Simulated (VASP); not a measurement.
Input of a VASP 6.6.1 run:

Contents of INCAR:

```
SYSTEM = CsH6
PREC = Accurate
ENCUT = 520
EDIFF = 1E-7
ISMEAR = 0
SIGMA = 0.1
LREAL = .FALSE.
LASPH = .TRUE.
NELM = 100
ALGO = Normal
ISIF = 2
LWAVE = .FALSE.
LCHARG = .FALSE.
GGA = PE
NBANDS = 16
```

Contents of KPOINTS:

```
Automatic mesh
0
G
  9 9 6
  0 0 0
```

File POSCAR:

```
CsH6
1.0
    5.5889860429      0.0000000000      0.0000000000
   -2.7944930214      4.8402038945      0.0000000000
    0.0000000000      0.0000000000      6.6401121510
Cs H
1 6
Direct
    0.0000000000      0.0000000000      0.5000000000
    0.5000000000      0.5000000000      0.0572598635
    0.0000000000      0.5000000000      0.0572598635
    0.5000000000      0.0000000000      0.0572598635
    0.0000000000      0.5000000000      0.9427401365
    0.5000000000      0.0000000000      0.9427401365
    0.5000000000      0.5000000000      0.9427401365
```

Potentials or basis: VASP PAW PBE potentials, release 64 (Cs_sv, H).

Launch:

```sh
$ cat potpaw_PBE.64/Cs_sv/POTCAR potpaw_PBE.64/H/POTCAR > POTCAR
$ mpirun -np 1 vasp_std > vasp.out
```

Question: What does it give for the pressure?

Answer: -0.1 GPa.

Question: Estimate the largest force.

Answer: 0.003 eV/Å.

Forces on the atoms (eV/Å):
```
Cs   0.000  0.000  0.000
H    0.000  0.000 -0.003
H    0.000  0.000 -0.003
H    0.000  0.000 -0.003
H    0.000  0.000  0.003
H    0.000  0.000  0.003
H    0.000  0.000  0.003
```
